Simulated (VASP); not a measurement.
# Ag (P6_3/mmc) in VASP: single point with PBE+D3(BJ)

Aim: the single point of Ag with PBE+D3(BJ).

Program: VASP 6.6.1. These are calculated values, not measurements. Logs are shortened: lines on timing, memory, paths and dates and some standing lists are left out, and cuts for length are marked.

### 1 The cell of the first run

The structure is hexagonal, space group P6_3/mmc (No. 194). The conventional cell has a = 2.930 Å, b = 2.930 Å, c = 4.790 Å, α = 90.00°, β = 90.00°, γ = 120.00°. Ag (site symmetry -6m2) has 12 Ag at 2.93 Å within 3.9 Å.

### 2 Single point, PBE+D3(BJ)

Contents of INCAR:

```
PREC = Accurate
ENCUT = 500
EDIFF = 1E-6
ISMEAR = 0
SIGMA = 0.1
LREAL = False
LASPH = True
NELM = 120
ALGO = Normal
ISIF = 2
LWAVE = False
LCHARG = False
GGA = PE
IVDW = 12
NBANDS = 18
GGA_COMPAT = False
```

Contents of KPOINTS:

```
Automatic mesh
0
Gamma
  6 6 4
```

Contents of POSCAR:

```
Ag
1.0
    2.9299980804      0.0000000000      0.0000000000
   -1.4649990402      2.5374527707      0.0000000000
    0.0000000000      0.0000000000      4.7900000000
Ag
2
Direct
    0.3333333333      0.6666666667      0.2500000000
    0.6666666667      0.3333333333      0.7500000000
```

Potentials or basis: VASP PAW PBE potentials, release 64 (Ag).

Started as:

```sh
$ cat potpaw_PBE.64/Ag/POTCAR > POTCAR
$ mpirun -np 1 vasp_std > vasp.out
```

OUTCAR:

```text
PREC = Accurate
   ENCUT = 500
   EDIFF = 1E-6
   ISMEAR = 0
   LREAL = False
   LASPH = True
   NELM = 120
   ISIF = 2
   GGA = PE
   IVDW = 12
 IVDW          = 12

 ion  position               nearest neighbor table
   1  0.333  0.667  0.250-   2 2.93   2 2.93   2 2.93   2 2.93   2 2.93   2 2.93
   2  0.667  0.333  0.750-   1 2.93   1 2.93   1 2.93   1 2.93   1 2.93   1 2.93

  LATTYP: Found a hexagonal cell.
 ALAT       =     2.9299980804
 C/A-ratio  =     1.6348133577

  Lattice vectors:

 A1 = (   2.9299980804,   0.0000000000,   0.0000000000)
 A2 = (  -1.4649990402,   2.5374527707,   0.0000000000)
 A3 = (   0.0000000000,   0.0000000000,   4.7900000000)

Analysis of symmetry for initial positions (statically):
=====================================================================
 Subroutine PRICEL returns:
 Original cell was already a primitive cell.

 Routine SETGRP: Setting up the symmetry group for a
 hexagonal supercell.

 Subroutine GETGRP returns: Found 24 space group operations
 (whereof 12 operations were pure point group operations)
 out of a pool of 24 trial point group operations.

The static configuration has the point symmetry D_3d.
 The point group associated with its full space group is D_6h.

Analysis of symmetry for dynamics (positions and initial velocities):
=====================================================================
 Subroutine PRICEL returns:
 Original cell was already a primitive cell.

 Routine SETGRP: Setting up the symmetry group for a
 hexagonal supercell.

 Subroutine GETGRP returns: Found 24 space group operations
 (whereof 12 operations were pure point group operations)
 out of a pool of 24 trial point group operations.

The dynamic configuration has the point symmetry D_3d.
 The point group associated with its full space group is D_6h.

 Subroutine INISYM returns: Found 24 space group operations
 (whereof 12 operations are pure point group operations),
 and found     1 'primitive' translations

----------------------------------------------------------------------------------------

                                     Primitive cell

  volume of cell :      35.6124

  direct lattice vectors                    reciprocal lattice vectors
     2.929998080  0.000000000  0.000000000     0.341297152  0.197048003  0.000000000
    -1.464999040  2.537452771  0.000000000     0.000000000  0.394096005  0.000000000
     0.000000000  0.000000000  4.790000000     0.000000000  0.000000000  0.208768267

  length of vectors
     2.929998080  2.929998080  4.790000000     0.394096005  0.394096005  0.208768267

[... 76 lines left out ...]
   EDIFF  = 0.1E-05   stopping-criterion for ELM
   LREAL  =      F    real-space projection
   EDIFFG = 0.1E-04   stopping-criterion for IOM
   NSW    =      0    number of steps for IOM
   IBRION =     -1    ionic relax: 0-MD 1-quasi-New 2-CG
   NFREE  =      0    steps in history (QN), initial steepest desc. (CG)
   ISIF   =      2    stress and relaxation
   ISYM   =      2    0-nonsym 1-usesym 2-fastsym
   POTIM  = 0.5000    time-step for ionic-motion
   TEBEG  =    0.0;   TEEND  =   0.0 temperature during run
   PSTRESS=    0.0 pullay stress
   NELECT =      22.0000    total number of electrons
   NUPDOWN=      -1.0000    fix difference up-down
   EMIN   =  10.00;   EMAX   =-10.00  energy-range for DOS
   EFERMI =   0.00;   METHOD = LEGACY
   ISMEAR =     0;   SIGMA  =   0.10  broadening in eV -4-tet -1-fermi 0-gaus
   EFERMI_NEDOS =   21; number of points for ismear=-14 and -15
   IALGO  =     38    algorithm
   IMIX   =      4    mixing-type and parameters
     AMIX     =   0.40;   BMIX     =  1.00
     AMIX_MAG =   1.60;   BMIX_MAG =  1.00
  volume/ion in A,a.u.               =      17.81       120.16
  Fermi-wavevector in a.u.,A,eV,Ry     =   1.394276  2.634800 26.449806  1.944006
  Thomas-Fermi vector in A             =   2.517841
   LORBIT       =      0    0 simple, 1 ext, 2 COOP (PROOUT), +10 PAW based schemes
   GGA     = PE    functional components
   LHFCALC =     F    Hartree Fock is set to
   AEXX    =    0.0000 exact exchange contribution
   IVDW    =    12    specifies the selected vdW correction
   LEPSILON=     F    determine dielectric tensor
   LRPA    =     F    only Hartree local field effects (RPA)
 non-spin polarized calculation
 Gauss-broadening in eV      SIGMA  =   0.10
  energy-cutoff  :      500.00
  volume of cell :       35.61
 maximum number of plane-waves:       917
 NGX is ok and might be reduce to    24
   NGX = 11   NGY = 11   NGZ = 17

 number of electron      22.0000005 magnetization

 Free energy of the ion-electron system (eV)
  ---------------------------------------------------
  ext. energy  EPLUGINS =         0.00000000
  ---------------------------------------------------
  free energy    TOTEN  =        -5.38987312 eV

  energy without entropy =       -5.38624593  energy(sigma->0) =       -5.38805952

 E-fermi :   7.7259     XC(G=0): -11.9486

 val. band max:        7.6280035137   @ k =   0.3333   0.1667   0.2500
 cond. band min:       7.9703633514   @ k =   0.5000   0.0000   0.0000
 fundamental gap:      0.3423598376
 Fermi energy:         7.7259105523

 k-point     1 :       0.0000    0.0000    0.0000
  band No.  band energies     occupation
      1       0.3890      2.00000
      2       1.7158      2.00000
      3       3.1891      2.00000
      4       3.2926      2.00000
      5       3.2926      2.00000
      6       3.5123      2.00000
[... 418 lines left out ...]
      5       3.3735      2.00000
      6       3.3735      2.00000
[... 10 lines left out ...]
     17      24.0381      0.00000
     18      24.0381      0.00000

------------------------ aborting loop because EDIFF is reached ----------------------------------------

 Edisp (eV)   -1.12610

 E8    (eV) :    -0.4919

  FORCE on cell =-STRESS in cart. coord.  units (eV):
  Direction    XX          YY          ZZ          XY          YZ          ZX
  --------------------------------------------------------------------------------------
  -------------------------------------------------------------------------------------
  Total      -0.73652    -0.73652    -1.37639     0.00000     0.00000     0.00000
  in kB     -33.13573   -33.13573   -61.92285     0.00000     0.00000     0.00000
  external pressure =      -42.73 kB  Pullay stress =        0.00 kB

 VOLUME and BASIS-vectors are now :
 -----------------------------------------------------------------------------
  energy-cutoff  :      500.00
  volume of cell :       35.61
      direct lattice vectors                 reciprocal lattice vectors
     2.929998080  0.000000000  0.000000000     0.341297152  0.197048003  0.000000000
    -1.464999040  2.537452771  0.000000000     0.000000000  0.394096005  0.000000000
     0.000000000  0.000000000  4.790000000     0.000000000  0.000000000  0.208768267

 POSITION                                       TOTAL-FORCE (eV/Angst)
 -----------------------------------------------------------------------------------
     -0.00000      1.69164      1.19750         0.000000     -0.000000      0.000000
      1.46500      0.84582      3.59250        -0.000000      0.000000      0.000000
 -----------------------------------------------------------------------------------
    total drift:                               -0.000000      0.000000     -0.000000

  FREE ENERGIE OF THE ION-ELECTRON SYSTEM (eV)
  ---------------------------------------------------
  free  energy   TOTEN  =        -6.5159701362 eV

  energy  without entropy=       -6.5123429434  energy(sigma->0) =       -6.51415654
```

OSZICAR:

```text
N       E                     dE             d eps       ncg     rms          rms(c)
DAV:   1     0.122154667191E+03    0.12215E+03   -0.11375E+04   756   0.118E+03
DAV:   2    -0.386942223049E+01   -0.12602E+03   -0.12024E+03   782   0.264E+02
DAV:   3    -0.584588319196E+01   -0.19765E+01   -0.19675E+01   886   0.373E+01
DAV:   4    -0.585191291707E+01   -0.60297E-02   -0.60291E-02   846   0.200E+00
DAV:   5    -0.585196377237E+01   -0.50855E-04   -0.50854E-04   850   0.194E-01    0.666E+00
DAV:   6    -0.540770452174E+01    0.44426E+00   -0.11211E+00   784   0.112E+01    0.443E+00
DAV:   7    -0.539466507101E+01    0.13039E-01   -0.13886E-02   814   0.109E+00    0.251E+00
DAV:   8    -0.538984790933E+01    0.48172E-02   -0.10795E-03   800   0.268E-01    0.106E-01
DAV:   9    -0.538986172916E+01   -0.13820E-04   -0.15637E-05   878   0.290E-02    0.369E-02
DAV:  10    -0.538987376408E+01   -0.12035E-04   -0.79019E-06   830   0.261E-02    0.529E-03
DAV:  11    -0.538987312087E+01    0.64322E-06   -0.87308E-08   432   0.275E-03
   1 F= -.65159701E+01 E0= -.65141565E+01  d E =-.362719E-02
```

stdout:

```text
POSCAR found type information on POSCAR Ag
 POSCAR found :  1 types and       2 ions
 scaLAPACK will be used
 LDA part: xc-table for (Slater+PW92), standard interpolation
 POSCAR, INCAR and KPOINTS ok, starting setup
 FFT: planning ... GRIDC
 FFT: planning ... GRID_SOFT
 FFT: planning ... GRID
 WAVECAR not read
 entering main loop
```

It took 9.5 s on 1 thread of Intel Xeon Platinum 8259CL at 2.50GHz (Skylake/Cascade Lake), shared host; peak memory 0.16 GiB.

What came out:

```yaml
Free_energy: -6.5160 eV
Pressure: -4.3 GPa
Band_gap_on_the_k_mesh: zero (band 11 reaches 11.83 eV, above the bottom of band 12 at 4.48 eV)
Dispersion_energy_per_atom: -0.563 eV
```

Caveat: the k points lie up to 0.41 Å⁻¹ apart; pairwise dispersion overbinds metals, which lowers pressure and volume.
